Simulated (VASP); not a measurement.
A run of VASP 6.6.1 is set up as follows.

The input INCAR:

```
SYSTEM = LiH
PREC     = Accurate       ! precision mode
ENCUT    = 520            ! plane-wave cutoff, eV
EDIFF    = 1E-6           ! SCF threshold, eV
ISMEAR   = -1             ! smearing method
SIGMA    = 0.05           ! smearing width, eV
LREAL    = .False.        ! projectors in reciprocal space
LASPH    = .True.         ! aspherical terms in the spheres
NELM     = 100            ! most SCF steps
ALGO     = Normal         ! electronic algorithm
ISIF     = 2              ! what is computed and relaxed
LWAVE    = .False.        ! write WAVECAR
LCHARG   = .False.        ! write CHGCAR
GGA      = PE             ! functional
NBANDS   = 9              ! bands
```

File KPOINTS:

```
Automatic mesh
0
Gamma
  4 4 4
  0 0 0
```

The input POSCAR:

```
LiH
1.0
    0.0000000000      2.0100000000      2.0100000000
    2.0100000000      0.0000000000      2.0100000000
    2.0100000000      2.0100000000      0.0000000000
Li H
1 1
Direct
    0.0086171682      0.0086171682      0.0086171682
    0.5000000000      0.5000000000      0.5000000000
```

Potentials or basis: VASP PAW PBE potentials, release 64 (Li_sv, H).

Command:

```console
$ cat potpaw_PBE.64/Li_sv/POTCAR potpaw_PBE.64/H/POTCAR > POTCAR
$ mpirun -np 1 vasp_std > vasp.out
```

Q: Estimate the band gap on the k mesh.

A: 3.00 eV.

Q: Estimate the largest force.

A: 0.055 eV/Å.

Forces in eV/Å, atoms in the order of the input:
```
Li  -0.032 -0.032 -0.032
H    0.032  0.032  0.032
```

Caveat: the k points lie up to 0.68 Å⁻¹ apart. A k mesh can miss the band edges.
